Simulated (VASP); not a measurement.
PtWSe4: single point with PBE

The system is PtWSe4.

```
Pt W Se
1.0
     2.90107   -5.02843    0.00000
     2.90107    5.02843    0.00000
     0.00000    0.00000    4.70197
Pt W Se
1 1 4
Direct
  0.00000 0.00000 0.50000
  0.50000 0.50000 0.00000
  0.17008 0.82992 0.00000
  0.82992 0.17008 0.00000
  0.00000 0.50000 0.50000
  0.50000 0.00000 0.50000
```

The cell was generated, and may not be a known phase.

* Program: VASP 6.6.1
* Task: single point
* Functional: PBE
* Potentials or basis: VASP PAW PBE potentials, release 64 (Pt, W_sv, Se)
* Cutoff: 520 eV
* k mesh: 4 × 4 × 4
* Occupations: gaussian, width 0.1 eV
* Spin: collinear spin
* Starting moments: [1.0, 0.0, 0.0, 0.0, 0.0, 0.0] μB
* Dipole correction: no
* Further INCAR settings: ALGO = Normal; EDIFF = 1e-06; NBANDS = 37

| Quantity | Value |
| --- | --- |
| Pressure | -9.0 GPa |
| Largest force | 0.876 eV/Å |
| Band gap on the k mesh | zero (filled and empty bands overlap) |
| Net moment | 0.00 μB per cell |
| Valence electrons inside the program's atomic spheres | Pt 8.91; W 11.43; Se 3.63, 3.64 (each value once) |

Forces on the atoms (eV/Å):
```
Pt   0.000  0.000  0.000
W    0.000  0.000  0.000
Se   0.000  0.876  0.000
Se   0.000 -0.876  0.000
Se   0.000  0.000  0.000
Se   0.000  0.000  0.000
```

Stress tensor (GPa, compression positive):
```
 -9.22   0.00   0.00
  0.00 -15.13   0.00
  0.00   0.00  -2.57
```

Levels at points of the mesh, in eV from the Fermi level:
Spin up:
| k point | band 20 | band 21 | band 22 | band 23 | band 24 | band 25 | band 26 | band 27 | band 28 | band 29 |
| --- | --- | --- | --- | --- | --- | --- | --- | --- | --- | --- |
| (0.00, 0.00, 0.00) | -2.18 | -0.90 | -0.80 | -0.67 | -0.25 | -0.24 | 0.03 | 0.16 | 0.67 | 0.69 |
| (0.50, 0.00, 0.00) | -1.88 | -1.63 | -1.12 | -0.84 | -0.44 | -0.04 | 0.13 | 0.19 | 0.62 | 0.97 |
| (0.50, 0.50, 0.00) | -1.50 | -1.45 | -0.91 | -0.21 | 0.09 | 0.29 | 0.41 | 0.56 | 0.91 | 1.43 |
| (0.00, 0.00, 0.50) | -1.73 | -1.17 | -0.70 | -0.20 | 0.13 | 0.21 | 0.34 | 0.35 | 0.93 | 0.95 |
| (0.50, 0.00, 0.50) | -1.85 | -1.33 | -0.70 | -0.02 | 0.04 | 0.15 | 0.37 | 0.37 | 0.49 | 1.06 |
| (0.50, 0.50, 0.50) | -1.95 | -0.64 | -0.44 | -0.34 | 0.06 | 0.53 | 0.88 | 0.90 | 1.20 | 1.35 |
Spin down:
```csv
k point,band 20,band 21,band 22,band 23,band 24,band 25,band 26,band 27,band 28,band 29
"(0.00, 0.00, 0.00)",-2.18,-0.90,-0.80,-0.67,-0.25,-0.24,0.03,0.16,0.66,0.70
"(0.50, 0.00, 0.00)",-1.88,-1.63,-1.12,-0.84,-0.44,-0.04,0.13,0.19,0.62,0.97
"(0.50, 0.50, 0.00)",-1.50,-1.45,-0.91,-0.20,0.09,0.29,0.41,0.56,0.91,1.43
"(0.00, 0.00, 0.50)",-1.73,-1.17,-0.70,-0.21,0.13,0.21,0.34,0.35,0.93,0.95
"(0.50, 0.00, 0.50)",-1.85,-1.33,-0.70,-0.02,0.03,0.16,0.37,0.37,0.49,1.07
"(0.50, 0.50, 0.50)",-1.95,-0.64,-0.44,-0.34,0.06,0.53,0.88,0.90,1.21,1.35
```

It took 7.5 min on 1 thread of Intel Xeon 8259CL (shared host), peak memory 0.44 GiB.

Caveat: the stress differs along the axes, from -15 to -3 GPa; spin-orbit coupling is left out, which moves the levels of the heavy elements.
